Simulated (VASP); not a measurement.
# BN (pbe) (P6_3mc) in VASP: notebook

BN (pbe) is run at these levels: PBE; tasks: single point, relaxation of cell and atoms.

Program: VASP 6.6.1. These are calculated values, not measurements. Logs are shortened: lines on timing, memory, paths and dates and some standing lists are left out, and cuts for length are marked.

### Step 1. The cell of the first run

It takes space group P6_3mc (No. 186, hexagonal). Conventional cell: a = 2.555 Å, b = 2.555 Å, c = 4.225 Å, α = 90.00°, β = 90.00°, γ = 120.00°. B (site symmetry 3m) has 4 N at 1.57 to 1.58 Å within 2.1 Å. Within 2.1 Å of N (site symmetry 3m) lie 4 B at 1.57 to 1.58 Å.

### Step 2. Single point, PBE

Contents of INCAR:

```
PREC = Accurate
ENCUT = 600
EDIFF = 1E-6
ISMEAR = 0
SIGMA = 0.02
LREAL = F
LASPH = T
NELM = 120
ALGO = Normal
ISIF = 2
LWAVE = F
LCHARG = F
GGA = PE
NBANDS = 16
GGA_COMPAT = F
```

Contents of KPOINTS:

```
regular mesh
0
Gamma
  12 12 6
```

Contents of POSCAR:

```
BN
1.0
    2.5545151803      0.0000000000      0.0000000000
   -1.2772575902      2.2122750405      0.0000000000
    0.0000000000      0.0000000000      4.2245491852
B N
2 2
Direct
    0.3333333333      0.6666666667     -0.0003103168
    0.6666666667      0.3333333333      0.4996896832
    0.3333333333      0.6666666667      0.3743103168
    0.6666666667      0.3333333333      0.8743103168
```

Potentials or basis: VASP PAW PBE potentials, release 64 (B, N).

On the command line:

```bash
cat potpaw_PBE.64/B/POTCAR potpaw_PBE.64/N/POTCAR > POTCAR
mpirun -np 1 vasp_std > vasp.out
```

OUTCAR:

```text
PREC = Accurate
   ENCUT = 600
   EDIFF = 1E-6
   ISMEAR = 0
   LREAL = F
   LASPH = T
   NELM = 120
   ISIF = 2
   GGA = PE

 ion  position               nearest neighbor table
   1  0.333  0.667  1.000-   4 1.57   4 1.57   4 1.57   3 1.58
   2  0.667  0.333  0.500-   3 1.57   3 1.57   3 1.57   4 1.58
   3  0.333  0.667  0.374-   2 1.57   2 1.57   2 1.57   1 1.58
   4  0.667  0.333  0.874-   1 1.57   1 1.57   1 1.57   2 1.58

  LATTYP: Found a hexagonal cell.
 ALAT       =     2.5545151803
 C/A-ratio  =     1.6537577141

  Lattice vectors:

 A1 = (   2.5545151803,   0.0000000000,   0.0000000000)
 A2 = (  -1.2772575902,   2.2122750405,   0.0000000000)
 A3 = (   0.0000000000,   0.0000000000,   4.2245491852)

Analysis of symmetry for initial positions (statically):
=====================================================================
 Subroutine PRICEL returns:
 Original cell was already a primitive cell.

 Routine SETGRP: Setting up the symmetry group for a
 hexagonal supercell.

 Subroutine GETGRP returns: Found 12 space group operations
 (whereof  6 operations were pure point group operations)
 out of a pool of 24 trial point group operations.

The static configuration has the point symmetry C_3v.
 The point group associated with its full space group is C_6v.

Analysis of symmetry for dynamics (positions and initial velocities):
=====================================================================
 Subroutine PRICEL returns:
 Original cell was already a primitive cell.

 Routine SETGRP: Setting up the symmetry group for a
 hexagonal supercell.

 Subroutine GETGRP returns: Found 12 space group operations
 (whereof  6 operations were pure point group operations)
 out of a pool of 24 trial point group operations.

The dynamic configuration has the point symmetry C_3v.
 The point group associated with its full space group is C_6v.

 Subroutine INISYM returns: Found 12 space group operations
 (whereof  6 operations are pure point group operations),
 and found     1 'primitive' translations

----------------------------------------------------------------------------------------

                                     Primitive cell

  volume of cell :      23.8742

  direct lattice vectors                    reciprocal lattice vectors
[... 84 lines left out ...]
   ICHARG =      2    charge: 1-file 2-atom 10-const
   ISPIN  =      1    spin polarized calculation?
   LNONCOLLINEAR =      F non collinear calculations
   LSORBIT =      F    spin-orbit coupling
   LASPH  =      T    aspherical Exc in radial PAW
   ENCUT  =  600.0 eV  44.10 Ry    6.64 a.u.   5.10  5.10  8.44*2*pi/ulx,y,z
   NELM   =    120;   NELMIN=  2; NELMDL= -5     # of ELM steps
   EDIFF  = 0.1E-05   stopping-criterion for ELM
   LREAL  =      F    real-space projection
   EDIFFG = 0.1E-04   stopping-criterion for IOM
   NSW    =      0    number of steps for IOM
   IBRION =     -1    ionic relax: 0-MD 1-quasi-New 2-CG
   NFREE  =      0    steps in history (QN), initial steepest desc. (CG)
   ISIF   =      2    stress and relaxation
   ISYM   =      2    0-nonsym 1-usesym 2-fastsym
   POTIM  = 0.5000    time-step for ionic-motion
   TEBEG  =    0.0;   TEEND  =   0.0 temperature during run
   PSTRESS=    0.0 pullay stress
   NELECT =      16.0000    total number of electrons
   NUPDOWN=      -1.0000    fix difference up-down
   EMIN   =  10.00;   EMAX   =-10.00  energy-range for DOS
   EFERMI =   0.00;   METHOD = LEGACY
   ISMEAR =     0;   SIGMA  =   0.02  broadening in eV -4-tet -1-fermi 0-gaus
   EFERMI_NEDOS =   21; number of points for ismear=-14 and -15
   IALGO  =     38    algorithm
   IMIX   =      4    mixing-type and parameters
     AMIX     =   0.40;   BMIX     =  1.00
     AMIX_MAG =   1.60;   BMIX_MAG =  1.00
  volume/ion in A,a.u.               =       5.97        40.28
  Fermi-wavevector in a.u.,A,eV,Ry     =   1.432646  2.707308 27.925604  2.052474
  Thomas-Fermi vector in A             =   2.552251
   LORBIT       =      0    0 simple, 1 ext, 2 COOP (PROOUT), +10 PAW based schemes
   GGA     = PE    functional components
   LHFCALC =     F    Hartree Fock is set to
   AEXX    =    0.0000 exact exchange contribution
   IVDW    =     0    specifies the selected vdW correction
   LEPSILON=     F    determine dielectric tensor
   LRPA    =     F    only Hartree local field effects (RPA)
 non-spin polarized calculation
 Gauss-broadening in eV      SIGMA  =   0.02
  energy-cutoff  :      600.00
  volume of cell :       23.87
 maximum number of plane-waves:       807
   NGX = 11   NGY = 11   NGZ = 17

 number of electron      16.0000003 magnetization

 Free energy of the ion-electron system (eV)
  ---------------------------------------------------
  ext. energy  EPLUGINS =         0.00000000
  ---------------------------------------------------
  free energy    TOTEN  =       -34.83991295 eV

  energy without entropy =      -34.83991295  energy(sigma->0) =      -34.83991295

 E-fermi :   7.5254     XC(G=0): -12.7616

 val. band max:        7.4286485502   @ k =   0.0000   0.0000   0.0000
 cond. band min:      12.6391898079   @ k =   0.3333   0.3333   0.0000
 fundamental gap:      5.2105412577
 Fermi energy:         7.5253972051

 k-point     1 :       0.0000    0.0000    0.0000
  band No.  band energies     occupation
      1     -12.8574      2.00000
      2      -8.7505      2.00000
      3      -3.3908      2.00000
      4       5.3258      2.00000
      5       5.3258      2.00000
      6       7.1671      2.00000
[... 433 lines left out ...]
      3      -1.3132      2.00000
      4       0.1259      2.00000
      5       1.4967      2.00000
      6       3.1777      2.00000
[... 8 lines left out ...]
     15      23.3252      0.00000
     16      23.5748      0.00000

 [... further k-points ...]
[... 5 lines left out ...]
  --------------------------------------------------------------------------------------
  -------------------------------------------------------------------------------------
  Total       -0.0033597     -0.0033597     -0.0091737      0.0000000      0.0000000      0.0000000
  in kB       -0.2254659     -0.2254659     -0.6156379      0.0000000      0.0000000      0.0000000
  external PRESSURE =      -0.3555232 kB  Pullay stress =       0.0000000 kB

 VOLUME and BASIS-vectors are now :
 -----------------------------------------------------------------------------
  energy-cutoff  :      600.00
  volume of cell :       23.87
      direct lattice vectors                 reciprocal lattice vectors
     2.554515180  0.000000000  0.000000000     0.391463714  0.226011681  0.000000000
    -1.277257590  2.212275040  0.000000000     0.000000000  0.452023361  0.000000000
     0.000000000  0.000000000  4.224549185     0.000000000  0.000000000  0.236711648

 POSITION                                       TOTAL-FORCE (eV/Angst)
 -----------------------------------------------------------------------------------
     -0.00000      1.47485      4.22324        -0.000000      0.000000      0.001925
      1.27726      0.73743      2.11096        -0.000000      0.000000      0.001925
     -0.00000      1.47485      1.58129        -0.000000      0.000000     -0.001925
      1.27726      0.73743      3.69357         0.000000     -0.000000     -0.001925
 -----------------------------------------------------------------------------------
    total drift:                               -0.000000     -0.000000     -0.000194

  FREE ENERGIE OF THE ION-ELECTRON SYSTEM (eV)
  ---------------------------------------------------
  free  energy   TOTEN  =       -34.8399129522 eV

  energy  without entropy=      -34.8399129522  energy(sigma->0) =      -34.83991295
```

OSZICAR:

```text
N       E                     dE             d eps       ncg     rms          rms(c)
DAV:   1     0.482554395382E+02    0.48255E+02   -0.91055E+03  2432   0.109E+03
DAV:   2    -0.340525645976E+02   -0.82308E+02   -0.76567E+02  3464   0.261E+02
DAV:   3    -0.367463105789E+02   -0.26937E+01   -0.26858E+01  2920   0.435E+01
DAV:   4    -0.367532729872E+02   -0.69624E-02   -0.69617E-02  2904   0.247E+00
DAV:   5    -0.367532915744E+02   -0.18587E-04   -0.18587E-04  2816   0.120E-01    0.938E+00
DAV:   6    -0.349968243927E+02    0.17565E+01   -0.22242E+00  3128   0.143E+01    0.442E+00
DAV:   7    -0.348677059223E+02    0.12912E+00   -0.32294E-01  3120   0.466E+00    0.271E+00
DAV:   8    -0.348408890684E+02    0.26817E-01   -0.52826E-02  2824   0.187E+00    0.259E-01
DAV:   9    -0.348396218427E+02    0.12672E-02   -0.19683E-03  2816   0.581E-01    0.133E-01
DAV:  10    -0.348399061755E+02   -0.28433E-03   -0.51912E-04  2872   0.182E-01    0.260E-02
DAV:  11    -0.348399118311E+02   -0.56556E-05   -0.32863E-05  3024   0.581E-02    0.147E-02
DAV:  12    -0.348399128561E+02   -0.10250E-05   -0.58788E-06  2928   0.249E-02    0.222E-03
DAV:  13    -0.348399129522E+02   -0.96134E-07   -0.17649E-07  1240   0.426E-03
   1 F= -.34839913E+02 E0= -.34839913E+02  d E =-.179512E-14
```

stdout:

```text
POSCAR found type information on POSCAR B N
 POSCAR found :  2 types and       4 ions
 scaLAPACK will be used
 LDA part: xc-table for (Slater+PW92), standard interpolation
 POSCAR, INCAR and KPOINTS ok, starting setup
 FFT: planning ... GRIDC
 FFT: planning ... GRID_SOFT
 FFT: planning ... GRID
 WAVECAR not read
 entering main loop
```

Wall time 15 s (1 thread of AMD EPYC 9R45 (Zen 5), shared host); peak memory 0.12 GiB.

What came out:

* Free energy: -34.8399 eV
* Pressure: 0.0 GPa
* Band gap on the k mesh: 5.21 eV, indirect (least direct gap 8.24 eV)

Levels at points of the mesh, in eV from the valence-band top:
| k point | band 6 | band 7 | band 8 | band 9 | band 10 | band 11 |
| --- | --- | --- | --- | --- | --- | --- |
| (0.00, 0.00, 0.00) | -0.26 | 0.00 | 0.00 | 8.33 | 8.33 | 8.55 |
| (0.50, 0.00, 0.00) | -4.93 | -4.36 | -2.09 | 6.68 | 7.94 | 10.56 |
| (0.00, 0.00, 0.50) | -1.16 | -1.16 | -1.16 | 9.40 | 9.40 | 9.88 |
| (0.50, 0.00, 0.50) | -3.73 | -3.53 | -3.53 | 6.56 | 6.56 | 9.97 |

A k mesh can miss the band edges. A hybrid or GW would open this gap; PBE tends to underestimate it.

[end of part 1 of 2]
